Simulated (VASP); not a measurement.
**TiAl: single point with LDA**

Crystal: TiAl.

```
Ti Al
1.0
     3.30508    0.00000    0.00000
     0.00000    3.30508    0.00000
     0.00000    0.00000    3.12627
Ti Al
1 1
Direct
  0.00000 0.00000 0.00000
  0.50000 0.50000 0.50000
```

```yaml
Program: VASP 6.6.1
Task: single point
Functional: LDA
Potentials_or_basis: VASP PAW LDA potentials, release 64 (Ti_sv, Al)
Cutoff: 520 eV
k_mesh: 16 × 16 × 16
Occupations: gaussian, width 0.15 eV
Spin: no spin polarisation
Dipole_correction: no
Further_INCAR_settings: ALGO = Fast; EDIFF = 1e-06; NBANDS = 14
```

The pressure is -11.0 GPa and the band gap on the k mesh is zero (an odd number of electrons rules out a gap without spin polarisation).

Stress tensor (GPa, compression positive):
```
-10.33   0.00   0.00
  0.00 -10.33   0.00
  0.00   0.00 -12.47
```

Levels at points of the mesh, in eV from the Fermi level:
```tsv
k point	band 6	band 7	band 8	band 9	band 10	band 11
(0.00, 0.00, 0.00)	-1.32	-1.21	1.48	1.74	1.74	3.69
(0.50, 0.00, 0.00)	-4.96	-0.51	-0.09	0.51	1.90	2.57
(0.50, 0.50, 0.00)	-2.13	-2.13	-1.44	0.92	0.92	2.39
(0.00, 0.00, 0.50)	-4.82	-0.37	-0.05	-0.05	1.72	3.15
(0.50, 0.00, 0.50)	-2.02	-1.72	-1.29	0.47	0.59	2.58
(0.50, 0.50, 0.50)	-2.85	-2.85	0.28	2.48	2.72	2.81
```

It took 9.3 min on 1 thread of Intel Xeon 8259CL (shared host), peak memory 0.31 GiB.

Caveat: the cell stands under tension.
